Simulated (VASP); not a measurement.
Wanted: the native input for a VASP 6.6.1 run.

- Task: single point
- Functional: revPBE
- Dispersion: D4
- Potentials or basis: VASP PAW PBE potentials, release 64 (In_d, P)
- Cutoff: 520 eV
- k mesh: 8 × 8 × 8
- Occupations: fermi-dirac, width 0.05 eV
- Spin: no spin polarisation
- Dipole correction: no
- Further INCAR settings: ALGO = Normal; EDIFF = 1e-07; NBANDS = 16

The structure of InP lies in POSCAR:

```
InP
1.0
    0.0000000000      2.7234642249      2.7234642249
    2.7234642249      0.0000000000      2.7234642249
    2.7234642249      2.7234642249      0.0000000000
In P
1 1
Direct
    0.0000000000      0.0000000000      0.0000000000
    0.5000000000      0.5000000000      0.5000000000
```

These files were run (other wordings do the same):

INCAR

```
SYSTEM = InP
PREC = Accurate
ENCUT = 520
EDIFF = 1E-7
ISMEAR = -1
SIGMA = 0.05
LREAL = .False.
LASPH = .True.
NELM = 60
ALGO = Normal
ISIF = 2
LWAVE = .False.
LCHARG = .False.
GGA = RE
IVDW = 13
NBANDS = 16
```

KPOINTS

```
Automatic mesh
0
Gamma
  8 8 8
  0 0 0
```

Potentials or basis: VASP PAW PBE potentials, release 64 (In_d, P).

The run is started by

```sh
$ cat potpaw_PBE.64/In_d/POTCAR potpaw_PBE.64/P/POTCAR > POTCAR
$ mpirun -np 1 vasp_std > vasp.out
```

Results of the run:

```json
{
 "Pressure": "-0.1 GPa",
 "Band gap on the k mesh": "zero (band 9 reaches 8.05 eV, above the bottom of band 10 at 5.33 eV)",
 "Dispersion energy per atom": "-0.682 eV"
}
```

Caveat: the PAW data sets were made with another functional, which shifts forces and pressure a little; spin-orbit coupling is left out, which moves the levels of the heavy elements; pairwise dispersion overbinds metals, which lowers pressure and volume.

Wall time 29 s on 1 thread of Intel Xeon 8259CL, on a shared host, peak memory 0.17 GiB.
